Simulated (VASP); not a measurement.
Write the native input for VASP 6.6.1 that does the following.

```yaml
Task: single point
Functional: PBE
Potentials_or_basis: VASP PAW PBE potentials, release 64 (Ta_pv, P)
Cutoff: 520 eV
k_mesh: 8 × 8 × 8
Occupations: gaussian, width 0.1 eV
Spin: no spin polarisation
Dipole_correction: no
Further_INCAR_settings: ALGO = Normal; EDIFF = 1e-06; NBANDS = 36
```

The structure of Ta3P4 lies in POSCAR:

```
Ta3P4
1.0
   -1.6391196760      1.6391196760      9.8469727536
    1.6391196760     -1.6391196760      9.8469727536
    1.6391196760      1.6391196760     -9.8469727536
Ta P
3 4
Direct
    0.0000000000      0.0000000000      0.0000000000
    0.3009403821      0.3009403821      0.0000000000
    0.6990596179      0.6990596179      0.0000000000
    0.8510052847      0.8510052847      0.0000000000
    0.1489947153      0.1489947153      0.0000000000
    0.5675559232      0.5675559232      0.0000000000
    0.4324440768      0.4324440768      0.0000000000
```

These files were run (other wordings do the same):

INCAR

```
ALGO = Normal
EDIFF = 1E-6
ENCUT = 520
GGA = PE
ISIF = 2
ISMEAR = 0
LASPH = True
LCHARG = False
LREAL = False
LWAVE = False
NBANDS = 36
NELM = 60
PREC = Accurate
SIGMA = 0.1
```

KPOINTS

```
k-points
0
Gamma
  8 8 8
```

Potentials or basis: VASP PAW PBE potentials, release 64 (Ta_pv, P).

The run is started by

```console
$ cat potpaw_PBE.64/Ta_pv/POTCAR potpaw_PBE.64/P/POTCAR > POTCAR
$ mpirun -np 1 vasp_std > vasp.out
```

It gave:

```yaml
Pressure: -0.2 GPa
Largest_force: 0.094 eV/Å
Band_gap_on_the_k_mesh: zero (an odd number of electrons rules out a gap without spin polarisation)
```

Caveat: spin-orbit coupling is left out, which moves the levels of the heavy elements.

Run time: 26 min on 1 thread of Intel(R) Xeon(R) 6975P-C (Granite Rapids), on a shared host, peak memory 0.98 GiB.
